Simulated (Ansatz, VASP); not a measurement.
One calculation of Be, two programs

```
CELL_PARAMETERS angstrom
-1.53924 1.26201 1.12618
1.26201 -1.53924 1.12618
2.78580 2.78580 -1.63393
ATOMIC_POSITIONS crystal
Be 0.95839 0.04161 0.00000
Be 0.79161 0.20839 0.50000
```

Alike in both runs: task single point; functional LDA; k mesh 30 × 30 × 15; occupations fermi-dirac, width 0.1 eV; no spin polarisation.

|  | VASP | Ansatz |
| --- | --- | --- |
| version | VASP 6.6.1 | Ansatz 0.2.0 |
| potentials or method | VASP PAW LDA potentials, release 64 (Be), cutoff 520 eV | plane waves (420 eV) with PAW, scalar-relativistic |
| valence electrons in the cell | 4 | 4 |

VASP gave:

| Item | Value |
| --- | --- |
| pressure (GPa) | -8.6 |
| traceless stress, the component that is largest in VASP (GPa) | -0.33 |

Problem. Estimate Ansatz's values.

Solution. Pressure (GPa): -8.9; traceless stress, the component that is largest in VASP (GPa): -0.34.

Ansatz warns that its potentials were made for another functional, while VASP's fit it. LDA's correlation is that of Perdew and Zunger in VASP and of Perdew and Wang (1992) in Ansatz.
